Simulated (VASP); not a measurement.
# SiBr5 (P-62m) in VASP: further runs

SiBr5 is run at these levels: PBE; tasks: relaxation of cell and atoms, single point.

Everything below comes from runs of VASP 6.6.1. Logs are shortened: lines on timing, memory, paths and dates and some standing lists are left out, and cuts for length are marked.

### 1 The cell of the first run

It takes space group P-62m (No. 189, hexagonal). Conventional cell: a = 5.260 Å, b = 5.260 Å, c = 7.125 Å, α = 90.00°, β = 90.00°, γ = 120.00°. Si (site symmetry -62m) has 12 Br at 3.04 to 3.97 Å within 4.0 Å. Br (site symmetry m2m) has 10 Br at 3.03 to 3.97 Å and 2 Si at 3.97 Å within 4.0 Å. Br (site symmetry -6) has 9 Br at 3.04 to 3.97 Å and 3 Si at 3.04 Å within 4.0 Å.

The cell was generated, and may not be a known phase.

### 2 Relaxation of cell and atoms, PBE

File INCAR:

```
PREC = Accurate ; ENCUT = 600
EDIFF = 1E-7 ; ISMEAR = 0
SIGMA = 0.1 ; LREAL = False
LASPH = True ; NELM = 100
ALGO = Fast ; ISIF = 3
LWAVE = False ; LCHARG = False
GGA = PE ; IBRION = 2
NSW = 90 ; EDIFFG = -0.04
```

File KPOINTS:

```
regular mesh
0
Gamma
  6 6 4
```

File POSCAR:

```
SiBr5
1.0
    5.2598059318      0.0000000000      0.0000000000
   -2.6299029659      4.5551255559      0.0000000000
    0.0000000000      0.0000000000      7.1252191538
Si Br
1 5
Direct
    0.0000000000      0.0000000000      0.5000000000
    0.0000000000      0.6671439642      0.0000000000
    0.6671439642      0.0000000000      0.0000000000
    0.3328560358      0.3328560358      0.0000000000
    0.6666666667      0.3333333333      0.5000000000
    0.3333333333      0.6666666667      0.5000000000
```

Potentials or basis: VASP PAW PBE potentials, release 64 (Si, Br).

Command:

```console
$ cat potpaw_PBE.64/Si/POTCAR potpaw_PBE.64/Br/POTCAR > POTCAR
$ mpirun -np 1 vasp_std > vasp.out
```

OUTCAR:

```text
PREC = Accurate
   ENCUT = 600
   EDIFF = 1E-7
   ISMEAR = 0
   LREAL = False
   LASPH = True
   NELM = 100
   ISIF = 3
   GGA = PE
   IBRION = 2
   NSW = 90
   EDIFFG = -0.04

 ion  position               nearest neighbor table
   1  0.000  0.000  0.500-
   2  0.000  0.667  0.000-
   3  0.667  0.000  0.000-
   4  0.333  0.333  0.000-
   5  0.667  0.333  0.500-
   6  0.333  0.667  0.500-

  LATTYP: Found a hexagonal cell.
 ALAT       =     5.2598059318
 C/A-ratio  =     1.3546543820

  Lattice vectors:

 A1 = (   5.2598059318,   0.0000000000,   0.0000000000)
 A2 = (  -2.6299029659,   4.5551255559,   0.0000000000)
 A3 = (   0.0000000000,   0.0000000000,   7.1252191538)

Analysis of symmetry for initial positions (statically):
=====================================================================
 Subroutine PRICEL returns:
 Original cell was already a primitive cell.

 Routine SETGRP: Setting up the symmetry group for a
 hexagonal supercell.

 Subroutine GETGRP returns: Found 12 space group operations
 (whereof 12 operations were pure point group operations)
 out of a pool of 24 trial point group operations.

The static configuration has the point symmetry D_3h.

Analysis of symmetry for dynamics (positions and initial velocities):
=====================================================================
 Subroutine PRICEL returns:
 Original cell was already a primitive cell.

 Routine SETGRP: Setting up the symmetry group for a
 hexagonal supercell.

 Subroutine GETGRP returns: Found 12 space group operations
 (whereof 12 operations were pure point group operations)
 out of a pool of 24 trial point group operations.

The dynamic configuration has the point symmetry D_3h.

 Subroutine INISYM returns: Found 12 space group operations
 (whereof 12 operations are pure point group operations),
 and found     1 'primitive' translations

----------------------------------------------------------------------------------------

                                     Primitive cell

  volume of cell :     170.7137

[... 74 lines left out ...]
   k-points           NKPTS =     21   k-points in BZ     NKDIM =     21   number of bands    NBANDS=     23
   number of dos      NEDOS =    301   number of ions     NIONS =      6
   total plane-waves  NPLWV = 105840
   dimension x,y,z NGX =    42 NGY =   42 NGZ =   60
   dimension x,y,z NGXF=    84 NGYF=   84 NGZF=  120
   ions per type =               1   5
   NGX,Y,Z   is equivalent  to a cutoff of  13.27, 13.27, 14.00 a.u.
   NGXF,Y,Z  is equivalent  to a cutoff of  26.55, 26.55, 28.00 a.u.
 SYSTEM =  unknown system
   PREC   = accura    normal or accurate (medium, high low for compatibility)
   ISTART =      0    job   : 0-new  1-cont  2-samecut
   ICHARG =      2    charge: 1-file 2-atom 10-const
   ISPIN  =      1    spin polarized calculation?
   LNONCOLLINEAR =      F non collinear calculations
   LSORBIT =      F    spin-orbit coupling
   LASPH  =      T    aspherical Exc in radial PAW
   ENCUT  =  600.0 eV  44.10 Ry    6.64 a.u.  10.51 10.51 14.23*2*pi/ulx,y,z
   NELM   =    100;   NELMIN=  2; NELMDL= -5     # of ELM steps
   EDIFF  = 0.1E-06   stopping-criterion for ELM
   LREAL  =      F    real-space projection
   EDIFFG = -.4E-01   stopping-criterion for IOM
   NSW    =     90    number of steps for IOM
   IBRION =      2    ionic relax: 0-MD 1-quasi-New 2-CG
   NFREE  =      1    steps in history (QN), initial steepest desc. (CG)
   ISIF   =      3    stress and relaxation
   ISYM   =      2    0-nonsym 1-usesym 2-fastsym
   POTIM  = 0.5000    time-step for ionic-motion
   TEBEG  =    0.0;   TEEND  =   0.0 temperature during run
   PSTRESS=    0.0 pullay stress
   NELECT =      39.0000    total number of electrons
   NUPDOWN=      -1.0000    fix difference up-down
   EMIN   =  10.00;   EMAX   =-10.00  energy-range for DOS
   EFERMI =   0.00;   METHOD = LEGACY
   ISMEAR =     0;   SIGMA  =   0.10  broadening in eV -4-tet -1-fermi 0-gaus
   EFERMI_NEDOS =   21; number of points for ismear=-14 and -15
   IALGO  =     68    algorithm
   IMIX   =      4    mixing-type and parameters
     AMIX     =   0.40;   BMIX     =  1.00
     AMIX_MAG =   1.60;   BMIX_MAG =  1.00
  volume/ion in A,a.u.               =      28.45       192.01
  Fermi-wavevector in a.u.,A,eV,Ry     =   1.000784  1.891207 13.627163  1.001568
  Thomas-Fermi vector in A             =   2.133163
   LORBIT       =      0    0 simple, 1 ext, 2 COOP (PROOUT), +10 PAW based schemes
   GGA     = PE    functional components
   LHFCALC =     F    Hartree Fock is set to
   AEXX    =    0.0000 exact exchange contribution
   IVDW    =     0    specifies the selected vdW correction
   LEPSILON=     F    determine dielectric tensor
   LRPA    =     F    only Hartree local field effects (RPA)
 conjugate gradient relaxation of ions
 non-spin polarized calculation
 RMM-DIIS sequential band-by-band and
 Gauss-broadening in eV      SIGMA  =   0.10
  energy-cutoff  :      600.00
  volume of cell :      170.71
 maximum number of plane-waves:      5729
   NGX = 21   NGY = 21   NGZ = 29

--------------------------------------- Ionic step        1  -------------------------------------------

 number of electron      39.0000002 magnetization

 Free energy of the ion-electron system (eV)
  ---------------------------------------------------
  ext. energy  EPLUGINS =         0.00000000
  ---------------------------------------------------
  free energy    TOTEN  =       -11.21494243 eV

  energy without entropy =      -11.18588767  energy(sigma->0) =      -11.20041505

------------------------ aborting loop because EDIFF is reached ----------------------------------------

  FORCE on cell =-STRESS in cart. coord.  units (eV):
  Direction    XX          YY          ZZ          XY          YZ          ZX
  --------------------------------------------------------------------------------------
  -------------------------------------------------------------------------------------
  Total       -0.0253496     -0.0253496      0.2029414     -0.0000000      0.0000000     -0.0000000
  in kB       -0.2379099     -0.2379099      1.9046397     -0.0000000      0.0000000     -0.0000000
  external PRESSURE =       0.4762733 kB  Pullay stress =       0.0000000 kB
[... 147 lines left out ...]
--------------------------------------- Ionic step        5  -------------------------------------------

 number of electron      39.0000003 magnetization

 Free energy of the ion-electron system (eV)
  ---------------------------------------------------
  ext. energy  EPLUGINS =         0.00000000
  ---------------------------------------------------
  free energy    TOTEN  =       -11.21935525 eV

  energy without entropy =      -11.19048205  energy(sigma->0) =      -11.20491865

 E-fermi :   1.5414     XC(G=0):  -8.6318

 val. band max:        1.5279767886   @ k =   0.3333   0.1667   0.2500
 cond. band min:       1.5434659517   @ k =   0.3333   0.1667   0.0000
 fundamental gap:      0.0154891630
 Fermi energy:         1.5413501917

 k-point     1 :       0.0000    0.0000    0.0000
  band No.  band energies     occupation
      1     -14.0734      2.00000
      2     -13.4265      2.00000
      3     -11.8446      2.00000
      4     -11.8446      2.00000
      5     -11.7119      2.00000
      6      -4.5214      2.00000
[... 568 lines left out ...]
  FREE ENERGIE OF THE ION-ELECTRON SYSTEM (eV)
  ---------------------------------------------------
  free  energy   TOTEN  =       -11.2193552479 eV

  energy  without entropy=      -11.1904820487  energy(sigma->0) =      -11.20491865

 reached required accuracy - stopping structural energy minimisation
```

It took 12 min on 1 thread of Oxide Virtual Turin-like, shared host; peak memory 0.33 GiB.

Results:

- Free energy: -11.2194 eV
- Relaxed volume: 28.75 Å³/atom
- Relaxed cell: a = 5.250 Å, b = 5.250 Å, c = 7.226 Å, α = 90.00°, β = 90.00°, γ = 120.00°
- Space group after relaxing (to 0.1 Å): P-62m (No. 189)
- Energy gained by relaxing: 0.7 meV/atom
- Ionic steps: 5
- Pressure after relaxing: 0.1 GPa
- Largest force after relaxing: 0.005 eV/Å
- Band gap on the k mesh: zero (an odd number of electrons rules out a gap without spin polarisation)

Forces in eV/Å, atoms in the order of the input:
```
Si   0.000  0.000  0.000
Br  -0.002  0.004  0.000
Br   0.005  0.000  0.000
Br  -0.002 -0.004  0.000
Br   0.000  0.000  0.000
Br   0.000  0.000  0.000
```

Step by step:
```tsv
step	energy change (eV)	largest force (eV/Å)	pressure (GPa)	volume (Å³)
1	0.0000	0.0600	0.05	170.71
2	-0.0008	0.0599	0.05	170.92
3	-0.0030	0.0481	0.09	171.55
4	-0.0045	0.0104	0.17	172.79
5	-0.0044	0.0050	0.15	172.52
```

Final structure:
```xyz
6
Lattice="5.2505 0.0000 0.0000 -2.6252 4.5471 0.0000 0.0000 0.0000 7.2263" Properties=species:S:1:pos:R:3 pbc="T T T"
Si    0.0000    0.0000    3.6131
Br   -1.7640    3.0553    0.0000
Br    3.5279    0.0000    0.0000
Br    0.8613    1.4918    0.0000
Br    2.6252    1.5157    3.6131
Br    0.0000    3.0314    3.6131
```

Caveat: this functional lacks dispersion, which binds layers or chains, so the pressure and a relaxed spacing across them are unreliable; an odd number of electrons without spin polarisation forces a metal; a magnetic or distorted state may lie lower.

### 3 Single point, PBE

This run uses another cell than the first one, of 29.23 Å³/atom.

File INCAR:

```
ALGO     = Fast           # electronic algorithm
EDIFF    = 1E-6           # SCF threshold, eV
ENCUT    = 520            # plane-wave cutoff, eV
GGA      = PE             # functional
ISIF     = 2              # what is computed and relaxed
ISMEAR   = 0              # smearing method
LASPH    = True           # aspherical terms in the spheres
LCHARG   = False          # write CHGCAR
LREAL    = False          # projectors in reciprocal space
LWAVE    = False          # write WAVECAR
NBANDS   = 28             # bands
NELM     = 80             # most SCF steps
PREC     = Accurate       # precision mode
SIGMA    = 0.1            # smearing width, eV
```

File KPOINTS:

```
k-points
0
Gamma
  12 12 6
```

File POSCAR:

```
SiBr5
1.0
    5.2587710200      0.0000000000      0.0000000000
   -2.6293855100      4.5542292960      0.0000000000
    0.0000000000      0.0000000000      7.3232802213
Si Br
1 5
Direct
    0.0000000000      0.0000000000      0.5000000000
    0.0000000000      0.6749713512      0.0000000000
    0.6749713512      0.0000000000      0.0000000000
    0.3250286488      0.3250286488      0.0000000000
    0.6666666667      0.3333333333      0.5000000000
    0.3333333333      0.6666666667      0.5000000000
```

Potentials or basis: VASP PAW PBE potentials, release 64 (Si, Br).

Command:

```console
$ cat potpaw_PBE.64/Si/POTCAR potpaw_PBE.64/Br/POTCAR > POTCAR
$ mpirun -np 1 vasp_std > vasp.out
```

Run time: 13 min. Hardware: 1 thread of Oxide Virtual Turin-like, shared host; peak memory 0.42 GiB.

Results (log left out):

```
Free energy            : -11.1970 eV
Pressure               : 0.0 GPa
Band gap on the k mesh : zero (an odd number of electrons rules out a gap without spin polarisation)
```

Levels at points of the mesh, in eV from the Fermi level:
| k point | band 16 | band 17 | band 18 | band 19 | band 20 | band 21 | band 22 | band 23 | band 24 | band 25 |
| --- | --- | --- | --- | --- | --- | --- | --- | --- | --- | --- |
| (0.00, 0.00, 0.00) | -1.90 | -1.09 | -1.09 | -0.91 | 1.34 | 1.52 | 1.52 | 3.66 | 3.66 | 5.49 |
| (0.50, 0.00, 0.00) | -1.23 | -1.08 | -0.48 | -0.28 | -0.16 | -0.07 | 0.93 | 2.12 | 2.47 | 6.43 |
| (0.00, 0.00, 0.50) | -2.59 | -0.97 | -0.97 | -0.82 | 1.30 | 1.52 | 1.52 | 3.67 | 3.67 | 7.71 |
| (0.50, 0.00, 0.50) | -1.47 | -1.29 | -0.47 | -0.29 | -0.16 | -0.07 | 0.58 | 2.15 | 2.47 | 6.35 |

Caveat: this functional lacks dispersion, which binds layers or chains, so the pressure and a relaxed spacing across them are unreliable; an odd number of electrons without spin polarisation forces a metal; a magnetic or distorted state may lie lower.
